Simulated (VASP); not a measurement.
# LiPr3N2 (P3m1) in VASP: single point with PBE

Aim: the single point of LiPr3N2 with PBE.

Program: VASP 6.6.1. These are calculated values, not measurements. Logs are shortened: lines on timing, memory, paths and dates and some standing lists are left out, and cuts for length are marked.

### 1 The cell of the first run

It takes space group P3m1 (No. 156, trigonal). Conventional cell: a = 3.902 Å, b = 3.902 Å, c = 12.303 Å, α = 90.00°, β = 90.00°, γ = 120.00°. Within 4.5 Å of Li (site symmetry 3m) lie 4 Pr at 3.40 to 3.42 Å and 6 Li at 3.90 Å. Within 3.2 Å of Pr (site symmetry 3m) lie 4 N at 2.40 to 2.46 Å. Pr (site symmetry 3m) has 1 N at 2.28 Å within 3.0 Å. Within 3.1 Å of Pr (site symmetry 3m) lie 3 N at 2.38 Å. Within 3.1 Å of N (site symmetry 3m) lie 4 Pr at 2.38 to 2.46 Å. Within 3.0 Å of N (site symmetry 3m) lie 4 Pr at 2.28 to 2.40 Å.

The cell was generated, and may not be a known phase.

### 2 Single point, PBE

The input, INCAR:

```
SYSTEM = LiPr3N2
ALGO = Normal ; EDIFF = 1E-6
ENCUT = 750 ; GGA = PE
GGA_COMPAT = .False. ; ISIF = 2
ISMEAR = 0 ; LASPH = .True.
LCHARG = .False. ; LMAXMIX = 6
LREAL = .False. ; LWAVE = .False.
NBANDS = 32 ; NELM = 200
PREC = Accurate ; SIGMA = 0.2
```

The input, KPOINTS:

```
k-points
0
Gamma
  5 5 2
  0 0 0
```

The input, POSCAR:

```
LiPr3N2
1.0
    3.9019093943      0.0000000027      0.0000000000
   -1.9509546995      3.3791526574      0.0000000000
    0.0000000000      0.0000000000     12.3027958045
Li Pr N
1 3 2
Direct
    0.3333333333      0.6666666667      0.6999995815
    0.0000000000      0.0000000000      0.2387127151
    0.6666666667      0.3333333333      0.4906646566
    0.3333333333      0.6666666667      0.9763412978
    0.0000000000      0.0000000000      1.0390377594
    0.6666666667      0.3333333333      0.3052439595
```

Potentials or basis: VASP PAW PBE potentials, release 64 (Li_sv, Pr_3, N), 4f in core.

Command:

```console
$ cat potpaw_PBE.64/Li_sv/POTCAR potpaw_PBE.64/Pr_3/POTCAR potpaw_PBE.64/N/POTCAR > POTCAR
$ mpirun -np 1 vasp_std > vasp.out
```

OUTCAR:

```text
SYSTEM = LiPr3N2
   EDIFF = 1E-6
   ENCUT = 750
   GGA = PE
   ISIF = 2
   ISMEAR = 0
   LASPH = .True.
   LREAL = .False.
   NELM = 200
   PREC = Accurate

 ion  position               nearest neighbor table
   1  0.333  0.667  0.700-
   2  0.000  0.000  0.239-   6 2.40   6 2.40   6 2.40   5 2.46   3 3.83   3 3.83   3 3.83
   3  0.667  0.333  0.491-   6 2.28   2 3.83   2 3.83   2 3.83
   4  0.333  0.667  0.976-   5 2.38   5 2.38   5 2.38
   5  0.000  0.000  0.039-   4 2.38   4 2.38   4 2.38   2 2.46
   6  0.667  0.333  0.305-   3 2.28   2 2.40   2 2.40   2 2.40

  LATTYP: Found a hexagonal cell.
 ALAT       =     3.9019093943
 C/A-ratio  =     3.1530193455

  Lattice vectors:

 A1 = (   3.9019093943,   0.0000000027,   0.0000000000)
 A2 = (  -1.9509546995,   3.3791526574,   0.0000000000)
 A3 = (   0.0000000000,   0.0000000000,  12.3027958045)

Analysis of symmetry for initial positions (statically):
=====================================================================
 Subroutine PRICEL returns:
 Original cell was already a primitive cell.

 Routine SETGRP: Setting up the symmetry group for a
 hexagonal supercell.

 Subroutine GETGRP returns: Found  6 space group operations
 (whereof  6 operations were pure point group operations)
 out of a pool of 24 trial point group operations.

The static configuration has the point symmetry C_3v.

Analysis of symmetry for dynamics (positions and initial velocities):
=====================================================================
 Subroutine PRICEL returns:
 Original cell was already a primitive cell.

 Routine SETGRP: Setting up the symmetry group for a
 hexagonal supercell.

 Subroutine GETGRP returns: Found  6 space group operations
 (whereof  6 operations were pure point group operations)
 out of a pool of 24 trial point group operations.

The dynamic configuration has the point symmetry C_3v.

 Subroutine INISYM returns: Found  6 space group operations
 (whereof  6 operations are pure point group operations),
 and found     1 'primitive' translations

----------------------------------------------------------------------------------------

                                     Primitive cell

  volume of cell :     162.2142

  direct lattice vectors                    reciprocal lattice vectors
     3.901909394  0.000000003  0.000000000     0.256284782  0.147966088  0.000000000
    -1.950954700  3.379152657  0.000000000    -0.000000000  0.295932176  0.000000000
     0.000000000  0.000000000 12.302795805     0.000000000  0.000000000  0.081282337

  length of vectors
     3.901909394  3.901909394 12.302795805     0.295932176  0.295932176  0.081282337

  position of ions in fractional coordinates (direct lattice)
     0.333333333  0.666666667  0.699999582
     0.000000000  0.000000000  0.238712715
     0.666666667  0.333333333  0.490664657
     0.333333333  0.666666667  0.976341298
     0.000000000  0.000000000  0.039037759
     0.666666667  0.333333333  0.305243959

  ion indices of the primitive-cell ions
   primitive index   ion index
                 1           1
                 2           2
                 3           3
                 4           4
                 5           5
                 6           6

----------------------------------------------------------------------------------------

 KPOINTS: k-points

Automatic generation of k-mesh.
 Grid dimensions read from file:
 generate k-points for:    5    5    2

 Generating k-lattice:

  Cartesian coordinates                     Fractional coordinates (reciprocal lattice)
     0.051256956  0.029593218  0.000000000     0.200000000 -0.000000000  0.000000000
    -0.000000000  0.059186435  0.000000000    -0.000000000  0.200000000  0.000000000
     0.000000000  0.000000000  0.040641169     0.000000000  0.000000000  0.500000000

  Length of vectors
     0.059186435  0.059186435  0.040641169

  Shift w.r.t. Gamma in fractional coordinates (k-lattice)
     0.000000000  0.000000000  0.000000000

 Subroutine IBZKPT returns following result:
 ===========================================

 Found     10 irreducible k-points:

 Following reciprocal coordinates:
            Coordinates               Weight
  0.000000  0.000000  0.000000      1.000000
  0.200000  0.000000  0.000000      6.000000
  0.400000  0.000000  0.000000      6.000000
  0.200000  0.200000  0.000000      6.000000
  0.400000  0.200000  0.000000      6.000000
  0.000000  0.000000  0.500000      1.000000
  0.200000  0.000000  0.500000      6.000000
  0.400000  0.000000  0.500000      6.000000
  0.200000  0.200000  0.500000      6.000000
  0.400000  0.200000  0.500000      6.000000
   k-points           NKPTS =     10   k-points in BZ     NKDIM =     10   number of bands    NBANDS=     32
   number of dos      NEDOS =    301   number of ions     NIONS =      6
   total plane-waves  NPLWV = 145152
   dimension x,y,z NGX =    36 NGY =   36 NGZ =  112
   dimension x,y,z NGXF=    72 NGYF=   72 NGZF=  224
   ions per type =               1   3   2
   NGX,Y,Z   is equivalent  to a cutoff of  15.34, 15.34, 15.13 a.u.
   NGXF,Y,Z  is equivalent  to a cutoff of  30.68, 30.68, 30.27 a.u.
 SYSTEM =  LiPr3N2
   PREC   = accura    normal or accurate (medium, high low for compatibility)
   ISTART =      0    job   : 0-new  1-cont  2-samecut
   ICHARG =      2    charge: 1-file 2-atom 10-const
   ISPIN  =      1    spin polarized calculation?
   LNONCOLLINEAR =      F non collinear calculations
   LSORBIT =      F    spin-orbit coupling
   LASPH  =      T    aspherical Exc in radial PAW
   ENCUT  =  750.0 eV  55.12 Ry    7.42 a.u.   8.71  8.71 27.47*2*pi/ulx,y,z
   NELM   =    200;   NELMIN=  2; NELMDL= -5     # of ELM steps
   EDIFF  = 0.1E-05   stopping-criterion for ELM
   LREAL  =      F    real-space projection
   EDIFFG = 0.1E-04   stopping-criterion for IOM
   NSW    =      0    number of steps for IOM
   IBRION =     -1    ionic relax: 0-MD 1-quasi-New 2-CG
   NFREE  =      0    steps in history (QN), initial steepest desc. (CG)
   ISIF   =      2    stress and relaxation
   ISYM   =      2    0-nonsym 1-usesym 2-fastsym
   POTIM  = 0.5000    time-step for ionic-motion
   TEBEG  =    0.0;   TEEND  =   0.0 temperature during run
   PSTRESS=    0.0 pullay stress
   NELECT =      46.0000    total number of electrons
   NUPDOWN=      -1.0000    fix difference up-down
   EMIN   =  10.00;   EMAX   =-10.00  energy-range for DOS
   EFERMI =   0.00;   METHOD = LEGACY
   ISMEAR =     0;   SIGMA  =   0.20  broadening in eV -4-tet -1-fermi 0-gaus
   EFERMI_NEDOS =   21; number of points for ismear=-14 and -15
   IALGO  =     38    algorithm
   IMIX   =      4    mixing-type and parameters
     AMIX     =   0.40;   BMIX     =  1.00
     AMIX_MAG =   1.60;   BMIX_MAG =  1.00
  volume/ion in A,a.u.               =      27.04       182.45
  Fermi-wavevector in a.u.,A,eV,Ry     =   1.075551  2.032497 15.739367  1.156811
  Thomas-Fermi vector in A             =   2.211411
   LORBIT       =      0    0 simple, 1 ext, 2 COOP (PROOUT), +10 PAW based schemes
   GGA     = PE    functional components
   LHFCALC =     F    Hartree Fock is set to
   AEXX    =    0.0000 exact exchange contribution
   IVDW    =     0    specifies the selected vdW correction
   LEPSILON=     F    determine dielectric tensor
   LRPA    =     F    only Hartree local field effects (RPA)
 non-spin polarized calculation
 Gauss-broadening in eV      SIGMA  =   0.20
  energy-cutoff  :      750.00
  volume of cell :      162.21
 maximum number of plane-waves:      7593
 NGX is ok and might be reduce to    36
   NGX = 17   NGY = 17   NGZ = 55

 number of electron      46.0000002 magnetization

 Free energy of the ion-electron system (eV)
  ---------------------------------------------------
  ext. energy  EPLUGINS =         0.00000000
  ---------------------------------------------------
  free energy    TOTEN  =       -36.85667959 eV

  energy without entropy =      -36.77104421  energy(sigma->0) =      -36.81386190

 E-fermi :   2.7250     XC(G=0):  -8.7024

 val. band max:        2.6830703525   @ k =   0.4000   0.2000   0.5000
 cond. band min:       2.7913614715   @ k =   0.2000   0.2000   0.5000
 fundamental gap:      0.1082911190
 Fermi energy:         2.7250272357

 k-point     1 :       0.0000    0.0000    0.0000
  band No.  band energies     occupation
      1     -44.3508      2.00000
      2     -33.8540      2.00000
      3     -33.6628      2.00000
      4     -33.3774      2.00000
      5     -16.3766      2.00000
      6     -16.0758      2.00000
[... 24 lines left out ...]
     31       5.7525      0.00000
     32       5.7525      0.00000

 k-point     2 :       0.2000    0.0000    0.0000
  band No.  band energies     occupation
      1     -44.3506      2.00000
      2     -33.8324      2.00000
      3     -33.6454      2.00000
      4     -33.3567      2.00000
      5     -16.3627      2.00000
      6     -16.1361      2.00000
[... 24 lines left out ...]
     31       5.7965      0.00000
     32       5.9065      0.00000

 k-point     3 :       0.4000    0.0000    0.0000
  band No.  band energies     occupation
      1     -44.3503      2.00000
      2     -33.7972      2.00000
      3     -33.6170      2.00000
      4     -33.3229      2.00000
      5     -16.5901      2.00000
      6     -16.4317      2.00000
[... 24 lines left out ...]
     31       5.7727      0.00000
     32       5.9315      0.00000

 k-point     4 :       0.2000    0.2000    0.0000
  band No.  band energies     occupation
      1     -44.3504      2.00000
      2     -33.8040      2.00000
      3     -33.6224      2.00000
      4     -33.3294      2.00000
      5     -16.4751      2.00000
      6     -16.3297      2.00000
[... 24 lines left out ...]
     31       5.8087      0.00000
     32       6.1667      0.00000

 k-point     5 :       0.4000    0.2000    0.0000
  band No.  band energies     occupation
      1     -44.3502      2.00000
      2     -33.7863      2.00000
      3     -33.6082      2.00000
      4     -33.3123      2.00000
      5     -16.5994      2.00000
      6     -16.4468      2.00000
[... 24 lines left out ...]
     31       5.3784      0.00000
     32       6.0356      0.00000

 k-point     6 :       0.0000    0.0000    0.5000
  band No.  band energies     occupation
      1     -44.3508      2.00000
      2     -33.8540      2.00000
      3     -33.6628      2.00000
      4     -33.3774      2.00000
      5     -16.3771      2.00000
      6     -16.0750      2.00000
[... 24 lines left out ...]
     31       5.7464      0.00000
     32       5.7464      0.00000

 k-point     7 :       0.2000    0.0000    0.5000
  band No.  band energies     occupation
      1     -44.3506      2.00000
      2     -33.8324      2.00000
      3     -33.6454      2.00000
      4     -33.3567      2.00000
      5     -16.3629      2.00000
      6     -16.1357      2.00000
[... 24 lines left out ...]
     31       5.8409      0.00000
     32       5.8525      0.00000

 k-point     8 :       0.4000    0.0000    0.5000
  band No.  band energies     occupation
      1     -44.3503      2.00000
      2     -33.7972      2.00000
      3     -33.6170      2.00000
      4     -33.3229      2.00000
      5     -16.5901      2.00000
      6     -16.4318      2.00000
[... 24 lines left out ...]
     31       5.8645      0.00000
     32       5.8705      0.00000

 k-point     9 :       0.2000    0.2000    0.5000
  band No.  band energies     occupation
      1     -44.3504      2.00000
      2     -33.8040      2.00000
      3     -33.6224      2.00000
      4     -33.3294      2.00000
      5     -16.4751      2.00000
      6     -16.3298      2.00000
[... 24 lines left out ...]
     31       5.9045      0.00000
     32       6.0539      0.00000

 k-point    10 :       0.4000    0.2000    0.5000
  band No.  band energies     occupation
      1     -44.3502      2.00000
      2     -33.7863      2.00000
      3     -33.6082      2.00000
      4     -33.3123      2.00000
      5     -16.5994      2.00000
      6     -16.4468      2.00000
[... 24 lines left out ...]
     31       5.5279      0.00000
     32       5.9928      0.00000

------------------------ aborting loop because EDIFF is reached ----------------------------------------

  FORCE on cell =-STRESS in cart. coord.  units (eV):
  Direction    XX          YY          ZZ          XY          YZ          ZX
  --------------------------------------------------------------------------------------
  -------------------------------------------------------------------------------------
  Total       -0.0379101     -0.0379101      0.1679546      0.0000000      0.0000000     -0.0000000
  in kB       -0.3744357     -0.3744357      1.6588754      0.0000000      0.0000000     -0.0000000
  external PRESSURE =       0.3033347 kB  Pullay stress =       0.0000000 kB

 VOLUME and BASIS-vectors are now :
 -----------------------------------------------------------------------------
  energy-cutoff  :      750.00
  volume of cell :      162.21
      direct lattice vectors                 reciprocal lattice vectors
     3.901909394  0.000000003  0.000000000     0.256284782  0.147966088  0.000000000
    -1.950954700  3.379152657  0.000000000    -0.000000000  0.295932176  0.000000000
     0.000000000  0.000000000 12.302795805     0.000000000  0.000000000  0.081282337

 POSITION                                       TOTAL-FORCE (eV/Angst)
 -----------------------------------------------------------------------------------
     -0.00000      2.25277      8.61195        -0.000000     -0.000000      0.071863
      0.00000      0.00000      2.93683        -0.000000      0.000000      0.039222
      1.95095      1.12638      6.03655         0.000000     -0.000000     -0.063642
     -0.00000      2.25277     12.01173        -0.000000      0.000000     -0.036385
      0.00000      0.00000      0.48027         0.000000     -0.000000     -0.064558
      1.95095      1.12638      3.75535        -0.000000      0.000000      0.053500
 -----------------------------------------------------------------------------------
    total drift:                               -0.000000      0.000000     -0.000583

  FREE ENERGIE OF THE ION-ELECTRON SYSTEM (eV)
  ---------------------------------------------------
  free  energy   TOTEN  =       -36.8566795851 eV

  energy  without entropy=      -36.7710442083  energy(sigma->0) =      -36.81386190
```

Run time: 63 s. Hardware: 1 thread of Intel Xeon 6975P-C (Granite Rapids), shared host; peak memory 0.4 GiB.

What came out:

- Free energy: -36.8567 eV
- Pressure: 0.0 GPa
- Largest force: 0.072 eV/Å
- Band gap on the k mesh: 0.11 eV (least direct gap 0.22 eV)

Forces in eV/Å, atoms in the order of the input:
```
Li   0.000  0.000  0.072
Pr   0.000  0.000  0.039
Pr   0.000  0.000 -0.064
Pr   0.000  0.000 -0.036
N    0.000  0.000 -0.065
N    0.000  0.000  0.053
```

Levels at points of the mesh, in eV from the valence-band top:
```
           k point  band 21  band 22  band 23  band 24  band 25  band 26
(0.00, 0.00, 0.00)    -3.20    -2.58    -1.60     0.35     1.42     1.51
(0.00, 0.00, 0.50)    -3.20    -2.48    -1.66     0.26     1.45     1.51
```

Caveat: semilocal functionals underestimate gaps, and a narrow one can read as zero; spin-orbit coupling is left out, which moves the levels of the heavy elements; the 4f electrons are frozen in the core, so they carry no moment and show no levels.
